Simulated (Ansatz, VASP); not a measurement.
# Al2O3 in VASP and in Ansatz

```
Al O
1.0
     2.42809    1.40186    4.41785
    -2.42809    1.40186    4.41785
     0.00000   -2.80372    4.41785
Al O
4 6
Cartesian
  0.0000 0.0000 11.2940
  0.0000 0.0000 4.6672
  0.0000 0.0000 1.9596
  0.0000 0.0000 8.5863
  0.9412 -1.4019 5.5223
  -1.6847 -0.1142 5.5223
  -0.9412 1.4019 7.7312
  -0.7434 -1.5161 7.7312
  1.6847 0.1142 7.7312
  0.7434 1.5161 5.5223
```

Alike in both runs: task single point; functional PBE; k mesh 6 × 6 × 6; no spin polarisation.

|  | VASP | Ansatz |
| --- | --- | --- |
| version | VASP 6.6.1 | Ansatz 0.2.0 |
| potentials or method | VASP PAW PBE potentials, release 64 (Al, O) | plane waves, PAW |
| plane-wave cutoff (eV) | 520 | 420 |
| occupations | gaussian, width 0.01 eV | fixed |
| valence electrons in the cell | 48 | 48 |

Ansatz gave:

```
gap on the k mesh at the Fermi level (eV)                     : 5.49
pressure (GPa)                                                : -6.4
traceless stress, the component that is largest in VASP (GPa) : 0.30
rms of the force components (eV/Å)                            : 0.013
```

Task: What did VASP give for the same quantities?

Result: gap on the k mesh at the Fermi level (eV): 5.49; pressure (GPa): -6.6; traceless stress, the component that is largest in VASP (GPa): 0.29; rms of the force components (eV/Å): 0.014.

Atom by atom the forces differ by 0.002 eV/Å (rms over components).
